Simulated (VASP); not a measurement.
# BeTe (a.bB) (F-43m) in VASP: single point with PBEsol

Aim: the single point of BeTe (a.bB) with PBEsol.

Program: VASP 6.6.1. These are calculated values, not measurements. Logs are shortened: lines on timing, memory, paths and dates and some standing lists are left out, and cuts for length are marked.

## 1. The cell of the first run

Symmetry: F-43m, No. 216, cubic system. The conventional cell has a = 5.605 Å, b = 5.605 Å, c = 5.605 Å, α = 90.00°, β = 90.00°, γ = 90.00°. Be (site symmetry -43m) has 4 Te at 2.43 Å within 3.2 Å. Within 3.2 Å of Te (site symmetry -43m) lie 4 Be at 2.43 Å.

## 2. Single point, PBEsol

INCAR reads:

```
SYSTEM = BeTe
ALGO = Normal
EDIFF = 1E-6
ENCUT = 600
GGA = PS
GGA_COMPAT = .False.
ISIF = 2
ISMEAR = 0
LASPH = .True.
LCHARG = .True.
LELF = .True.
LREAL = .False.
LVHAR = .True.
LWAVE = .False.
NBANDS = 11
NELM = 120
PREC = Accurate
SIGMA = 0.02
```

KPOINTS reads:

```
k-points
0
Gamma
  8 8 8
  0 0 0
```

POSCAR reads:

```
BeTe
1.0
    0.0000000000      2.8024895225      2.8024895225
    2.8024895225      0.0000000000      2.8024895225
    2.8024895225      2.8024895225      0.0000000000
Be Te
1 1
Direct
    0.0000000000      0.0000000000      0.0000000000
    0.2500000000      0.2500000000      0.2500000000
```

Potentials or basis: VASP PAW PBE potentials, release 64 (Be, Te).

Run with:

```
cat potpaw_PBE.64/Be/POTCAR potpaw_PBE.64/Te/POTCAR > POTCAR
mpirun -np 1 vasp_std > vasp.out
```

OUTCAR:

```text
SYSTEM = BeTe
   EDIFF = 1E-6
   ENCUT = 600
   GGA = PS
   ISIF = 2
   ISMEAR = 0
   LASPH = .True.
   LREAL = .False.
   NELM = 120
   PREC = Accurate

 ion  position               nearest neighbor table
   1  0.000  0.000  0.000-   2 2.43   2 2.43   2 2.43   2 2.43
   2  0.250  0.250  0.250-   1 2.43   1 2.43   1 2.43   1 2.43

  LATTYP: Found a face centered cubic cell.
 ALAT       =     5.6049790450

  Lattice vectors:

 A1 = (   0.0000000000,   2.8024895225,   2.8024895225)
 A2 = (   2.8024895225,   0.0000000000,   2.8024895225)
 A3 = (   2.8024895225,   2.8024895225,   0.0000000000)

Analysis of symmetry for initial positions (statically):
=====================================================================
 Subroutine PRICEL returns:
 Original cell was already a primitive cell.

 Routine SETGRP: Setting up the symmetry group for a
 face centered cubic supercell.

 Subroutine GETGRP returns: Found 24 space group operations
 (whereof 24 operations were pure point group operations)
 out of a pool of 48 trial point group operations.

The static configuration has the point symmetry T_d .

Analysis of symmetry for dynamics (positions and initial velocities):
=====================================================================
 Subroutine PRICEL returns:
 Original cell was already a primitive cell.

 Routine SETGRP: Setting up the symmetry group for a
 face centered cubic supercell.

 Subroutine GETGRP returns: Found 24 space group operations
 (whereof 24 operations were pure point group operations)
 out of a pool of 48 trial point group operations.

The dynamic configuration has the point symmetry T_d .

 Subroutine INISYM returns: Found 24 space group operations
 (whereof 24 operations are pure point group operations),
 and found     1 'primitive' translations

----------------------------------------------------------------------------------------

                                     Primitive cell

  volume of cell :      44.0212

  direct lattice vectors                    reciprocal lattice vectors
     0.000000000  2.802489523  2.802489523    -0.178412799  0.178412799  0.178412799
     2.802489523  0.000000000  2.802489523     0.178412799 -0.178412799  0.178412799
     2.802489523  2.802489523  0.000000000     0.178412799  0.178412799 -0.178412799

  length of vectors
     3.963318691  3.963318691  3.963318691     0.309020033  0.309020033  0.309020033

  position of ions in fractional coordinates (direct lattice)
     0.000000000  0.000000000  0.000000000
     0.250000000  0.250000000  0.250000000

  ion indices of the primitive-cell ions
   primitive index   ion index
                 1           1
                 2           2

----------------------------------------------------------------------------------------

 KPOINTS: k-points

Automatic generation of k-mesh.
 Grid dimensions read from file:
 generate k-points for:    8    8    8

 Generating k-lattice:

  Cartesian coordinates                     Fractional coordinates (reciprocal lattice)
    -0.022301600  0.022301600  0.022301600     0.125000000  0.000000000  0.000000000
     0.022301600 -0.022301600  0.022301600     0.000000000  0.125000000  0.000000000
     0.022301600  0.022301600 -0.022301600     0.000000000  0.000000000  0.125000000

  Length of vectors
     0.038627504  0.038627504  0.038627504

  Shift w.r.t. Gamma in fractional coordinates (k-lattice)
     0.000000000  0.000000000  0.000000000

 Subroutine IBZKPT returns following result:
 ===========================================

 Found     29 irreducible k-points:

 Following reciprocal coordinates:
            Coordinates               Weight
  0.000000  0.000000  0.000000      1.000000
  0.125000  0.000000  0.000000      8.000000
  0.250000  0.000000  0.000000      8.000000
  0.375000  0.000000  0.000000      8.000000
  0.500000  0.000000  0.000000      4.000000
  0.125000  0.125000  0.000000      6.000000
[... 16 lines left out ...]
  0.500000  0.250000  0.125000     48.000000
 -0.375000  0.250000  0.125000     24.000000
 [... further k-points ...]
   k-points           NKPTS =     29   k-points in BZ     NKDIM =     29   number of bands    NBANDS=     11
   number of dos      NEDOS =    301   number of ions     NIONS =      2
   total plane-waves  NPLWV =  32768
   dimension x,y,z NGX =    32 NGY =   32 NGZ =   32
   dimension x,y,z NGXF=    64 NGYF=   64 NGZF=   64
   ions per type =               1   1
   NGX,Y,Z   is equivalent  to a cutoff of  13.42, 13.42, 13.42 a.u.
   NGXF,Y,Z  is equivalent  to a cutoff of  26.85, 26.85, 26.85 a.u.
 SYSTEM =  BeTe
   PREC   = accura    normal or accurate (medium, high low for compatibility)
   ISTART =      0    job   : 0-new  1-cont  2-samecut
   ICHARG =      2    charge: 1-file 2-atom 10-const
   ISPIN  =      1    spin polarized calculation?
   LNONCOLLINEAR =      F non collinear calculations
   LSORBIT =      F    spin-orbit coupling
   LASPH  =      T    aspherical Exc in radial PAW
   ENCUT  =  600.0 eV  44.10 Ry    6.64 a.u.   7.92  7.92  7.92*2*pi/ulx,y,z
   NELM   =    120;   NELMIN=  2; NELMDL= -5     # of ELM steps
   EDIFF  = 0.1E-05   stopping-criterion for ELM
   LREAL  =      F    real-space projection
   EDIFFG = 0.1E-04   stopping-criterion for IOM
   NSW    =      0    number of steps for IOM
   IBRION =     -1    ionic relax: 0-MD 1-quasi-New 2-CG
   NFREE  =      0    steps in history (QN), initial steepest desc. (CG)
   ISIF   =      2    stress and relaxation
   ISYM   =      2    0-nonsym 1-usesym 2-fastsym
   POTIM  = 0.5000    time-step for ionic-motion
   TEBEG  =    0.0;   TEEND  =   0.0 temperature during run
   PSTRESS=    0.0 pullay stress
   NELECT =       8.0000    total number of electrons
   NUPDOWN=      -1.0000    fix difference up-down
   EMIN   =  10.00;   EMAX   =-10.00  energy-range for DOS
   EFERMI =   0.00;   METHOD = LEGACY
   ISMEAR =     0;   SIGMA  =   0.02  broadening in eV -4-tet -1-fermi 0-gaus
   EFERMI_NEDOS =   21; number of points for ismear=-14 and -15
   IALGO  =     38    algorithm
   IMIX   =      4    mixing-type and parameters
     AMIX     =   0.40;   BMIX     =  1.00
     AMIX_MAG =   1.60;   BMIX_MAG =  1.00
  volume/ion in A,a.u.               =      22.01       148.53
  Fermi-wavevector in a.u.,A,eV,Ry     =   0.927294  1.752332 11.699301  0.859874
  Thomas-Fermi vector in A             =   2.053348
   LORBIT       =      0    0 simple, 1 ext, 2 COOP (PROOUT), +10 PAW based schemes
   GGA     = PS    functional components
   LHFCALC =     F    Hartree Fock is set to
   AEXX    =    0.0000 exact exchange contribution
   IVDW    =     0    specifies the selected vdW correction
   LEPSILON=     F    determine dielectric tensor
   LRPA    =     F    only Hartree local field effects (RPA)
 non-spin polarized calculation
 Gauss-broadening in eV      SIGMA  =   0.02
  energy-cutoff  :      600.00
  volume of cell :       44.02
 maximum number of plane-waves:      1480
   NGX = 15   NGY = 15   NGZ = 15

 number of electron       8.0000000 magnetization

 Free energy of the ion-electron system (eV)
  ---------------------------------------------------
  ext. energy  EPLUGINS =         0.00000000
  ---------------------------------------------------
  free energy    TOTEN  =        -8.21585664 eV

  energy without entropy =       -8.21585664  energy(sigma->0) =       -8.21585664

 E-fermi :   5.3030     XC(G=0):  -9.2590

 val. band max:        5.1652462937   @ k =   0.0000   0.0000   0.0000
 cond. band min:       6.9830052891   @ k =   0.5000   0.5000   0.0000
 fundamental gap:      1.8177589954
 Fermi energy:         5.3030043571

 k-point     1 :       0.0000    0.0000    0.0000
  band No.  band energies     occupation
      1      -7.2634      2.00000
      2       5.1652      2.00000
      3       5.1652      2.00000
      4       5.1652      2.00000
      5       8.7524      0.00000
      6       8.7524      0.00000
      7       8.7524      0.00000
      8       9.0013      0.00000
      9      13.3775      0.00000
     10      15.4375      0.00000
     11      15.4375      0.00000

 k-point     2 :       0.1250    0.0000    0.0000
  band No.  band energies     occupation
      1      -7.1122      2.00000
      2       3.8174      2.00000
      3       4.9228      2.00000
      4       4.9228      2.00000
      5       8.6870      0.00000
      6       9.1038      0.00000
      7       9.1038      0.00000
      8      10.3091      0.00000
      9      13.7966      0.00000
     10      14.4435      0.00000
     11      14.4435      0.00000

 k-point     3 :       0.2500    0.0000    0.0000
  band No.  band energies     occupation
      1      -6.6941      2.00000
      2       1.7704      2.00000
      3       4.4737      2.00000
      4       4.4737      2.00000
      5       8.4685      0.00000
      6       9.6357      0.00000
      7       9.6357      0.00000
      8      12.2137      0.00000
      9      14.1005      0.00000
     10      14.1627      0.00000
     11      14.1627      0.00000

 k-point     4 :       0.3750    0.0000    0.0000
  band No.  band energies     occupation
      1      -6.1590      2.00000
      2       0.1509      2.00000
      3       4.1300      2.00000
      4       4.1300      2.00000
      5       8.2981      0.00000
      6       9.7536      0.00000
      7       9.7536      0.00000
      8      12.8923      0.00000
      9      14.9171      0.00000
     10      15.2359      0.00000
     11      15.2359      0.00000
[... 239 lines left out ...]
 k-point    22 :       0.3750    0.2500    0.1250
  band No.  band energies     occupation
      1      -6.3479      2.00000
      2       1.5246      2.00000
      3       2.8516      2.00000
      4       3.9058      2.00000
      5       8.7027      0.00000
      6      10.0463      0.00000
      7      10.4685      0.00000
      8      11.4740      0.00000
      9      14.2338      0.00000
     10      15.6721      0.00000
     11      16.3205      0.00000

 k-point    23 :       0.5000    0.2500    0.1250
  band No.  band energies     occupation
      1      -5.8719      2.00000
      2       0.4431      2.00000
      3       2.3076      2.00000
      4       3.4353      2.00000
      5       9.1465      0.00000
      6       9.8245      0.00000
      7      11.0609      0.00000
      8      12.0957      0.00000
      9      15.0050      0.00000
     10      15.4824      0.00000
     11      17.3899      0.00000

 k-point    24 :      -0.3750    0.2500    0.1250
  band No.  band energies     occupation
      1      -5.6303      2.00000
      2      -0.0668      2.00000
      3       2.1993      2.00000
      4       3.2051      2.00000
      5       9.3029      0.00000
      6       9.5187      0.00000
      7      11.8664      0.00000
      8      12.9273      0.00000
      9      13.6086      0.00000
     10      16.7236      0.00000
     11      17.0311      0.00000

 [... further k-points ...]

------------------------ aborting loop because EDIFF is reached ----------------------------------------

  FORCE on cell =-STRESS in cart. coord.  units (eV):
  Direction    XX          YY          ZZ          XY          YZ          ZX
  --------------------------------------------------------------------------------------
  -------------------------------------------------------------------------------------
  Total        0.0691864      0.0691864      0.0691864      0.0000000      0.0000000      0.0000000
  in kB        2.5180791      2.5180791      2.5180791      0.0000000      0.0000000      0.0000000
  external PRESSURE =       2.5180791 kB  Pullay stress =       0.0000000 kB

 VOLUME and BASIS-vectors are now :
 -----------------------------------------------------------------------------
  energy-cutoff  :      600.00
  volume of cell :       44.02
      direct lattice vectors                 reciprocal lattice vectors
     0.000000000  2.802489523  2.802489523    -0.178412799  0.178412799  0.178412799
     2.802489523  0.000000000  2.802489523     0.178412799 -0.178412799  0.178412799
     2.802489523  2.802489523  0.000000000     0.178412799  0.178412799 -0.178412799

 POSITION                                       TOTAL-FORCE (eV/Angst)
 -----------------------------------------------------------------------------------
      0.00000      0.00000      0.00000         0.000000      0.000000      0.000000
      1.40124      1.40124      1.40124        -0.000000     -0.000000     -0.000000
 -----------------------------------------------------------------------------------
    total drift:                                0.000000      0.000000      0.000000

  FREE ENERGIE OF THE ION-ELECTRON SYSTEM (eV)
  ---------------------------------------------------
  free  energy   TOTEN  =        -8.2158566403 eV

  energy  without entropy=       -8.2158566403  energy(sigma->0) =       -8.21585664
```

Run time: 17 s. Hardware: 1 thread of Intel Xeon 8259CL, shared host; peak memory 0.18 GiB.

Results:

```yaml
Free_energy: -8.2159 eV
Pressure: 0.3 GPa
Band_gap_on_the_k_mesh: 1.82 eV, indirect (least direct gap 3.59 eV)
```

Caveat: the PAW data sets were made with another functional, which shifts forces and pressure a little; spin-orbit coupling is left out, which moves the levels of the heavy elements.
